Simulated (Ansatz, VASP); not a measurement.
## C in VASP and in Ansatz

Contents of INCAR:

```
SYSTEM = C
PREC = Accurate
ENCUT = 520
EDIFF = 1E-6
ISMEAR = 0
SIGMA = 0.15
LREAL = .False.
LASPH = .True.
NELM = 60
ALGO = Normal
ISIF = 2
LWAVE = .False.
LCHARG = .True.
GGA = PE
LELF = .True.
LVHAR = .True.
NBANDS = 16
```

The input KPOINTS:

```
Automatic mesh
0
Gamma
  18 18 6
  0 0 0
```

File POSCAR:

```
C
1.0
    1.2332770792     -2.1360444277      0.0000000000
    1.2332770792      2.1360444277      0.0000000000
    0.0000000000      0.0000000000      8.7070252276
C
4
Direct
    0.1433036883      0.8566963117      0.7797298958
    0.5233623628      0.4766376372      0.2202697851
    0.8566963117      0.1433036883      0.2202701042
    0.4766376372      0.5233623628      0.7797302149
```

Input for Ansatz:

```yaml
crystal:
  lattice:
    - [1.2332770792, -2.1360444277, 0.0]
    - [1.2332770792, 2.1360444277, 0.0]
    - [0.0, 0.0, 8.7070252276]
  atoms:
    - { symbol: C, position: [0.1433036883, 0.8566963117, 0.7797298958] }
    - { symbol: C, position: [0.5233623628, 0.4766376372, 0.2202697851] }
    - { symbol: C, position: [0.8566963117, 0.1433036883, 0.2202701042] }
    - { symbol: C, position: [0.4766376372, 0.5233623628, 0.7797302149] }
basis:
  ecutwfc: 520.0
kpoints:
  mp_grid: { grid: [18, 18, 6] }
hamiltonian:
  xc: pbe
  pseudopotentials: { kind: paw, azcp: { folder: soft_1 } }
scf:
  occupations: { method: gaussian, width: 0.15 }
output:
  forces: true
  stress: true
  eigenvalues: true
```

Change from the starting cell: mode 1 frozen in at -0.256 Å and mode 6 at +0.256 Å (largest displacements).

Alike in both runs: task single point; functional PBE; k mesh 18 × 18 × 6; occupations gaussian, width 0.15 eV; no spin polarisation.

|  | VASP | Ansatz |
| --- | --- | --- |
| version | VASP 6.6.1 | Ansatz 0.2.0 |
| potentials or method | VASP PAW PBE potentials, release 64 (C), cutoff 520 eV | scalar-relativistic, plane waves, PAW |
| valence electrons in the cell | 16 | 16 |

|  | VASP | Ansatz | Ansatz less VASP |
| --- | --- | --- | --- |
| gap on the k mesh at the Fermi level (eV) | 0.04 | 0.04 | 0.000 |
| least direct gap on the mesh (eV) | 0.04 | 0.04 | 0.000 |
| pressure (GPa) | 0.4 | 0.1 | -0.34 |
| traceless stress, the component that is largest in VASP (GPa) | -0.25 | 0.16 | +0.415 |
| rms of the force components (eV/Å) | 0.006 | 0.006 | -0.0001 |

Atom by atom the forces differ by 0.000 eV/Å (rms over components). With one functional, cell and mesh, what is left measures potentials, basis and numerics.
